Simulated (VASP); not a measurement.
Set up this calculation in VASP 6.6.1, as the native input.

| Item | Value |
| --- | --- |
| Task | single point |
| Functional | PBE |
| Potentials or basis | VASP PAW PBE potentials, release 64 (Al, N, O) |
| Cutoff | 520 eV |
| k mesh | 5 × 5 × 1 |
| Occupations | gaussian, width 0.1 eV |
| Spin | collinear spin, ferromagnetic start |
| Starting moments | [0.0, 0.0, 0.0, 0.0, 0.0, 0.0, 0.0, 0.0, 0.0, 0.0, 0.0, 0.0, 1.0, 0.0] μB |
| Dipole correction | yes |
| Further INCAR settings | ALGO = Normal; EDIFF = 1e-06; NBANDS = 40 |

The structure of Al12NO lies in POSCAR:

```
Al12NO
1.0
    5.7143028096      0.0000000000      0.0000000000
    0.0000000000      5.7143028096      0.0000000000
    0.0000000000      0.0000000000     22.1750227966
Al N O
12 1 1
Direct
    0.2500000000      0.2500000000      0.1803831291
    0.2500000000      0.7500000000      0.1803831291
    0.7500000000      0.2500000000      0.1803831291
    0.7500000000      0.7500000000      0.1803831291
    0.0000000000      0.0000000000      0.2744094953
    0.0000000000      0.5000000000      0.2744094953
    0.5000000000      0.0000000000      0.2744094953
    0.5000000000      0.5000000000      0.2744094953
    0.2500000000      0.2500000000      0.3686590481
    0.2500000000      0.7500000000      0.3686590481
    0.7500000000      0.2500000000      0.3686590481
    0.7500000000      0.7500000000      0.3686590481
    0.3985003037      0.5000000000      0.4624582753
    0.6014996963      0.5000000000      0.4624582753
```

One way to write it, as run:

INCAR

```
SYSTEM = Al12NO
ALGO = Normal
DIPOL = 0.5 0.5 0.301
EDIFF = 1E-6
ENCUT = 520
GGA = PE
IDIPOL = 3
ISIF = 2
ISMEAR = 0
ISPIN = 2
LASPH = .TRUE.
LCHARG = .FALSE.
LDIPOL = .TRUE.
LORBIT = 11
LREAL = .FALSE.
LWAVE = .FALSE.
MAGMOM = 0 0 0 0 0 0 0 0 0 0 0 0 1 0
NBANDS = 40
NELM = 150
PREC = Accurate
SIGMA = 0.1
```

KPOINTS

```
k-points
0
G
  5 5 1
  0 0 0
```

Potentials or basis: VASP PAW PBE potentials, release 64 (Al, N, O).

Launch:

```sh
$ cat potpaw_PBE.64/Al/POTCAR potpaw_PBE.64/N/POTCAR potpaw_PBE.64/O/POTCAR > POTCAR
$ mpirun -np 1 vasp_std > vasp.out
```

Results of the run:

The largest force is 4.897 eV/Å, the band gap on the k mesh is zero (filled and empty bands overlap) and the net moment is 1.03 μB per cell. The site moments are Al +0.00, -0.00, +0.01 (each value once); N +0.37; O +0.22 μB and the valence electrons inside the program's atomic spheres are Al 0.76; N 3.71; O 5.12.

Caveat: the standard files for N, O and F lose accuracy on very short bonds; a moment this small can come from the mesh or the smearing.

Wall time 25 min on 1 thread of Oxide Virtual Turin-like Processor, with other jobs on the host, peak memory 1 GiB.
